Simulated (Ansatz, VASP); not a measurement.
**One calculation of Se, two programs**

File INCAR:

```
  PREC = Accurate
  ENCUT = 520
  EDIFF = 1E-6
  ISMEAR = 0
  SIGMA = 0.03
  LREAL = False
  LASPH = True
  NELM = 60
  ALGO = Normal
  ISIF = 2
  LWAVE = False
  LCHARG = False
  GGA = PS
  IVDW = 12
  NBANDS = 16
```

File KPOINTS:

```
regular mesh
0
Gamma
  12 12 8
```

File POSCAR:

```
Se
1.0
    3.9725825090      0.0000000000      0.0000000000
   -1.9862912545      3.4403573715      0.0000000000
    0.0000000000      0.0000000000      5.0479605942
Se
3
Direct
    0.2610773134      0.0000000000      0.3333333333
    0.0000000000      0.2610773134      0.6666666667
    0.7389226866      0.7389226866      0.0000000000
```

Input for Ansatz:

```yaml
crystal:
  lattice:
    - [3.972582509, 0.0, 0.0]
    - [-1.9862912545, 3.4403573715, 0.0]
    - [0.0, 0.0, 5.0479605942]
  atoms:
    - { symbol: Se, position: [0.2610773134, 0.0, 0.3333333333] }
    - { symbol: Se, position: [0.0, 0.2610773134, 0.6666666667] }
    - { symbol: Se, position: [0.7389226866, 0.7389226866, 0.0] }
basis:
  ecutwfc: 420
kpoints:
  mp_grid: { grid: [12, 12, 8] }
hamiltonian:
  xc: pbesol
  dispersion: d3bj
scf:
  occupations: { method: gaussian, width: 0.03 }
output:
  forces: true
  stress: true
  eigenvalues: true
  write_density: true
  write_potential: true
  elf: true
  volumetric_format: npy
```

Alike in both runs: task single point; functional PBEsol; dispersion D3(BJ); k mesh 12 × 12 × 8; occupations gaussian, width 0.03 eV; no spin polarisation.

|  | VASP | Ansatz |
| --- | --- | --- |
| version | VASP 6.6.1 | Ansatz 0.2.0 |
| potentials or method | VASP PAW PBE potentials, release 64 (Se), cutoff 520 eV | scalar-relativistic, plane waves, PAW |
| valence electrons in the cell | 18 | 48 |

Ansatz gave:

* gap on the k mesh at the Fermi level (eV): 0.47
* least direct gap on the mesh (eV): 0.47
* pressure (GPa): -1.1
* traceless stress, the component that is largest in VASP (GPa): 0.79
* rms of the force components (eV/Å): 0.081

Task: Which values does VASP return?

Result: gap on the k mesh at the Fermi level (eV): 0.46; least direct gap on the mesh (eV): 0.46; pressure (GPa): -1.0; traceless stress, the component that is largest in VASP (GPa): 0.86; rms of the force components (eV/Å): 0.066.

VASP's potentials were made for PBE, not for PBEsol. Atom by atom the forces differ by 0.016 eV/Å (rms over components). VASP's potentials hold 18 valence electrons a cell and Ansatz's 48, so a difference there can come from the potentials and not from the codes.
